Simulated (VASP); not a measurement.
# Ge (C2) in VASP: single point with PBE

Aim: the single point of Ge with PBE.

All numbers are computed with VASP 6.6.1; they aren't measurements. Logs are shortened: lines on timing, memory, paths and dates and some standing lists are left out, and cuts for length are marked.

### Step 1. The cell of the first run

The typed cell holds 4 atoms: a = 4.083 Å, b = 4.083 Å, c = 5.202 Å, α = 106.64°, β = 106.64°, γ = 90.35°.

The cell was generated, and may not be a known phase.

### Step 2. Single point, PBE

File INCAR:

```
SYSTEM = Ge
ALGO = Normal
EDIFF = 1E-6
ENCUT = 520
GGA = PE
ISIF = 2
ISMEAR = 0
LASPH = .TRUE.
LCHARG = .FALSE.
LREAL = .FALSE.
LWAVE = .FALSE.
NBANDS = 36
NELM = 80
PREC = Accurate
SIGMA = 0.1
```

File KPOINTS:

```
k-points
0
G
  4 4 4
  0 0 0
```

File POSCAR:

```
Ge
1.0
    2.8745236914     -2.8959258336      0.1465395760
    2.8745236914      2.8959258336      0.1465395760
   -2.3527822941      0.0000000000      4.6397075078
Ge
4
Direct
    0.7633624279      0.7224913890      0.9274435183
    0.4177436290      0.0967999679      0.5725547635
    0.9032000321      0.5822563710      0.4274452365
    0.2775086110      0.2366375721      0.0725564817
```

Potentials or basis: VASP PAW PBE potentials, release 64 (Ge_d).

Command:

```bash
> cat potpaw_PBE.64/Ge_d/POTCAR > POTCAR
> mpirun -np 1 vasp_std > vasp.out
```

OUTCAR:

```text
SYSTEM = Ge
   EDIFF = 1E-6
   ENCUT = 520
   GGA = PE
   ISIF = 2
   ISMEAR = 0
   LASPH = .TRUE.
   LREAL = .FALSE.
   NELM = 80
   PREC = Accurate

 ion  position               nearest neighbor table
   1  0.763  0.722  0.927-   3 2.72   3 2.73   4 2.74   2 2.77   2 2.81
   2  0.418  0.097  0.573-   4 2.72   4 2.73   3 2.74   1 2.77   1 2.81
   3  0.903  0.582  0.427-   1 2.72   1 2.73   2 2.74   4 2.77   4 2.81
   4  0.278  0.237  0.073-   2 2.72   2 2.73   1 2.74   3 2.77   3 2.81

  LATTYP: Found a base centered monoclinic cell.
 ALAT       =     5.7565129374
 B/A-ratio  =     1.0061389126
 C/A-ratio  =     0.9036998982
 COS(beta)  =    -0.4062757148

  Lattice vectors:

 A1 = (   2.8745236914,  -2.8959258336,   0.1465395760)
 A2 = (   2.8745236914,   2.8959258336,   0.1465395760)
 A3 = (  -2.3527822941,   0.0000000000,   4.6397075078)

Analysis of symmetry for initial positions (statically):
=====================================================================
 Subroutine PRICEL returns:
 Original cell was already a primitive cell.

 Routine SETGRP: Setting up the symmetry group for a
 base centered monoclinic supercell.

 Subroutine GETGRP returns: Found  2 space group operations
 (whereof  2 operations were pure point group operations)
 out of a pool of  4 trial point group operations.

The static configuration has the point symmetry C_2 .

Analysis of symmetry for dynamics (positions and initial velocities):
=====================================================================
 Subroutine PRICEL returns:
 Original cell was already a primitive cell.

 Routine SETGRP: Setting up the symmetry group for a
 base centered monoclinic supercell.

 Subroutine GETGRP returns: Found  2 space group operations
 (whereof  2 operations were pure point group operations)
 out of a pool of  4 trial point group operations.

The dynamic configuration has the point symmetry C_2 .

 Subroutine INISYM returns: Found  2 space group operations
 (whereof  2 operations are pure point group operations),
 and found     1 'primitive' translations

----------------------------------------------------------------------------------------

                                     Primitive cell

  volume of cell :      79.2425

  direct lattice vectors                    reciprocal lattice vectors
     2.874523691 -2.895925834  0.146539576     0.169558574 -0.172656355  0.085982664
     2.874523691  2.895925834  0.146539576     0.169558574  0.172656355  0.085982664
    -2.352782294  0.000000000  4.639707508    -0.010710607  0.000000000  0.210099510

  length of vectors
     4.082982578  4.082982578  5.202160155     0.256813834  0.256813834  0.210372339

  position of ions in fractional coordinates (direct lattice)
     0.763362428  0.722491389  0.927443518
     0.417743629  0.096799968  0.572554764
     0.903200032  0.582256371  0.427445236
     0.277508611  0.236637572  0.072556482

  ion indices of the primitive-cell ions
   primitive index   ion index
                 1           1
                 2           2
                 3           3
                 4           4

----------------------------------------------------------------------------------------

 KPOINTS: k-points

Automatic generation of k-mesh.
 Grid dimensions read from file:
 generate k-points for:    4    4    4

 Generating k-lattice:

  Cartesian coordinates                     Fractional coordinates (reciprocal lattice)
     0.042389643 -0.043164089  0.021495666     0.250000000 -0.000000000 -0.000000000
     0.042389643  0.043164089  0.021495666    -0.000000000  0.250000000 -0.000000000
    -0.002677652  0.000000000  0.052524877    -0.000000000 -0.000000000  0.250000000

  Length of vectors
     0.064203459  0.064203459  0.052593085

  Shift w.r.t. Gamma in fractional coordinates (k-lattice)
     0.000000000  0.000000000  0.000000000

 Subroutine IBZKPT returns following result:
 ===========================================

 Found     24 irreducible k-points:

 Following reciprocal coordinates:
            Coordinates               Weight
  0.000000  0.000000  0.000000      1.000000
  0.250000 -0.000000  0.000000      4.000000
  0.500000 -0.000000  0.000000      2.000000
  0.250000  0.250000  0.000000      2.000000
  0.500000  0.250000 -0.000000      4.000000
 -0.250000  0.250000  0.000000      2.000000
[... 16 lines left out ...]
 -0.250000  0.250000  0.500000      2.000000
  0.500000  0.500000  0.500000      1.000000
   k-points           NKPTS =     24   k-points in BZ     NKDIM =     24   number of bands    NBANDS=     36
   number of dos      NEDOS =    301   number of ions     NIONS =      4
   total plane-waves  NPLWV =  36000
   dimension x,y,z NGX =    30 NGY =   30 NGZ =   40
   dimension x,y,z NGXF=    60 NGYF=   60 NGZF=   80
   ions per type =               4
   NGX,Y,Z   is equivalent  to a cutoff of  12.22, 12.22, 12.78 a.u.
   NGXF,Y,Z  is equivalent  to a cutoff of  24.43, 24.43, 25.57 a.u.
 SYSTEM =  Ge
   PREC   = accura    normal or accurate (medium, high low for compatibility)
   ISTART =      0    job   : 0-new  1-cont  2-samecut
   ICHARG =      2    charge: 1-file 2-atom 10-const
   ISPIN  =      1    spin polarized calculation?
   LNONCOLLINEAR =      F non collinear calculations
   LSORBIT =      F    spin-orbit coupling
   LASPH  =      T    aspherical Exc in radial PAW
   ENCUT  =  520.0 eV  38.22 Ry    6.18 a.u.   7.59  7.59  9.67*2*pi/ulx,y,z
   NELM   =     80;   NELMIN=  2; NELMDL= -5     # of ELM steps
   EDIFF  = 0.1E-05   stopping-criterion for ELM
   LREAL  =      F    real-space projection
   EDIFFG = 0.1E-04   stopping-criterion for IOM
   NSW    =      0    number of steps for IOM
   IBRION =     -1    ionic relax: 0-MD 1-quasi-New 2-CG
   NFREE  =      0    steps in history (QN), initial steepest desc. (CG)
   ISIF   =      2    stress and relaxation
   ISYM   =      2    0-nonsym 1-usesym 2-fastsym
   POTIM  = 0.5000    time-step for ionic-motion
   TEBEG  =    0.0;   TEEND  =   0.0 temperature during run
   PSTRESS=    0.0 pullay stress
   NELECT =      56.0000    total number of electrons
   NUPDOWN=      -1.0000    fix difference up-down
   EMIN   =  10.00;   EMAX   =-10.00  energy-range for DOS
   EFERMI =   0.00;   METHOD = LEGACY
   ISMEAR =     0;   SIGMA  =   0.10  broadening in eV -4-tet -1-fermi 0-gaus
   EFERMI_NEDOS =   21; number of points for ismear=-14 and -15
   IALGO  =     38    algorithm
   IMIX   =      4    mixing-type and parameters
     AMIX     =   0.40;   BMIX     =  1.00
     AMIX_MAG =   1.60;   BMIX_MAG =  1.00
  volume/ion in A,a.u.               =      19.81       133.69
  Fermi-wavevector in a.u.,A,eV,Ry     =   1.458203  2.755605 28.930842  2.126357
  Thomas-Fermi vector in A             =   2.574915
   LORBIT       =      0    0 simple, 1 ext, 2 COOP (PROOUT), +10 PAW based schemes
   GGA     = PE    functional components
   LHFCALC =     F    Hartree Fock is set to
   AEXX    =    0.0000 exact exchange contribution
   IVDW    =     0    specifies the selected vdW correction
   LEPSILON=     F    determine dielectric tensor
   LRPA    =     F    only Hartree local field effects (RPA)
 non-spin polarized calculation
 Gauss-broadening in eV      SIGMA  =   0.10
  energy-cutoff  :      520.00
  volume of cell :       79.24
 maximum number of plane-waves:      2150
   NGX = 15   NGY = 15   NGZ = 19

 number of electron      56.0000007 magnetization

 Free energy of the ion-electron system (eV)
  ---------------------------------------------------
  ext. energy  EPLUGINS =         0.00000000
  ---------------------------------------------------
  free energy    TOTEN  =       -16.87985645 eV

  energy without entropy =      -16.87121995  energy(sigma->0) =      -16.87553820

 E-fermi :   6.2211     XC(G=0): -10.9808

 val. band max:        6.1851218714   @ k =   0.0000   0.0000   0.5000
 cond. band min:       6.2411973569   @ k =   0.5000  -0.0000   0.0000
 fundamental gap:      0.0560754855
 Fermi energy:         6.2211444003

 k-point     1 :       0.0000    0.0000    0.0000
  band No.  band energies     occupation
      1     -18.6261      2.00000
      2     -18.5812      2.00000
      3     -18.5742      2.00000
      4     -18.5552      2.00000
      5     -18.5535      2.00000
      6     -18.5479      2.00000
[... 28 lines left out ...]
     35      13.2123      0.00000
     36      13.4000      0.00000

 k-point     2 :       0.2500   -0.0000    0.0000
  band No.  band energies     occupation
      1     -18.6155      2.00000
      2     -18.5873      2.00000
      3     -18.5796      2.00000
      4     -18.5518      2.00000
      5     -18.5451      2.00000
      6     -18.5358      2.00000
[... 28 lines left out ...]
     35      11.9743      0.00000
     36      12.6903      0.00000

 k-point     3 :       0.5000   -0.0000    0.0000
  band No.  band energies     occupation
      1     -18.6028      2.00000
      2     -18.5947      2.00000
      3     -18.5669      2.00000
      4     -18.5613      2.00000
      5     -18.5425      2.00000
      6     -18.5279      2.00000
[... 28 lines left out ...]
     35      12.7998      0.00000
     36      13.5934      0.00000
[... 742 lines left out ...]
 k-point    23 :      -0.2500    0.2500    0.5000
  band No.  band energies     occupation
      1     -18.5865      2.00000
      2     -18.5861      2.00000
      3     -18.5790      2.00000
      4     -18.5789      2.00000
      5     -18.5503      2.00000
      6     -18.5499      2.00000
[... 28 lines left out ...]
     35      12.6345      0.00000
     36      12.6375      0.00000

 k-point    24 :       0.5000    0.5000    0.5000
  band No.  band energies     occupation
      1     -18.5949      2.00000
      2     -18.5948      2.00000
      3     -18.5622      2.00000
      4     -18.5621      2.00000
      5     -18.5323      2.00000
      6     -18.5315      2.00000
[... 28 lines left out ...]
     35      14.1411      0.00000
     36      14.1454      0.00000

------------------------ aborting loop because EDIFF is reached ----------------------------------------

  FORCE on cell =-STRESS in cart. coord.  units (eV):
  Direction    XX          YY          ZZ          XY          YZ          ZX
  --------------------------------------------------------------------------------------
  -------------------------------------------------------------------------------------
  Total        0.0509791      0.0181117     -0.0249494      0.0000000      0.0000000      0.0154961
  in kB        1.0307289      0.3661942     -0.5044424      0.0000000      0.0000000      0.3133094
  external PRESSURE =       0.2974936 kB  Pullay stress =       0.0000000 kB

 VOLUME and BASIS-vectors are now :
 -----------------------------------------------------------------------------
  energy-cutoff  :      520.00
  volume of cell :       79.24
      direct lattice vectors                 reciprocal lattice vectors
     2.874523691 -2.895925834  0.146539576     0.169558574 -0.172656355  0.085982664
     2.874523691  2.895925834  0.146539576     0.169558574  0.172656355  0.085982664
    -2.352782294  0.000000000  4.639707508    -0.010710607  0.000000000  0.210099510

 POSITION                                       TOTAL-FORCE (eV/Angst)
 -----------------------------------------------------------------------------------
      2.08905     -0.11836      4.52080        -0.001019     -0.004723      0.005795
      0.13197     -0.92943      2.73189        -0.002133      0.004723     -0.004445
      3.26429     -0.92943      2.20090         0.002133      0.004723      0.004445
      1.30722     -0.11836      0.41198         0.001019     -0.004723     -0.005795
 -----------------------------------------------------------------------------------
    total drift:                                0.000000     -0.000815      0.000000

  FREE ENERGIE OF THE ION-ELECTRON SYSTEM (eV)
  ---------------------------------------------------
  free  energy   TOTEN  =       -16.8798564550 eV

  energy  without entropy=      -16.8712199507  energy(sigma->0) =      -16.87553820
```

It took 61 s on 1 thread of Intel Xeon Platinum 8259CL at 2.50GHz (Skylake/Cascade Lake), shared host; peak memory 0.2 GiB.

What came out:

```yaml
Free_energy: -16.8799 eV
Pressure: 0.0 GPa
Largest_force: 0.008 eV/Å
Band_gap_on_the_k_mesh: zero (bands 28 and 29 overlap by 2.44 eV)
```

Forces in eV/Å, atoms in the order of the input:
```
Ge  -0.001 -0.005  0.006
Ge  -0.002  0.005 -0.004
Ge   0.002  0.005  0.004
Ge   0.001 -0.005 -0.006
```

Levels at points of the mesh, in eV from the Fermi level:
| k point | band 26 | band 27 | band 28 | band 29 | band 30 | band 31 |
| --- | --- | --- | --- | --- | --- | --- |
| (0.00, 0.00, 0.00) | -2.76 | -2.19 | -2.03 | -0.32 | 1.01 | 1.40 |
| (0.50, 0.00, 0.00) | -2.01 | -1.19 | -0.18 | 0.02 | 0.79 | 1.06 |
| (0.50, 0.50, 0.00) | -4.38 | -2.89 | -2.30 | -0.74 | 0.94 | 3.40 |
| (0.00, 0.00, 0.50) | -2.63 | -0.04 | -0.04 | 2.29 | 2.29 | 3.45 |
| (0.50, 0.00, 0.50) | -1.23 | -0.56 | -0.49 | 0.49 | 1.32 | 1.58 |
| (0.50, 0.50, 0.50) | -4.62 | -2.73 | -2.73 | 0.61 | 0.61 | 5.29 |

Caveat: the k points lie up to 0.40 Å⁻¹ apart, too coarse for converged energies and pressures of a metal.

The gap in the log of VASP goes by the Fermi energy; the results here count the filled bands.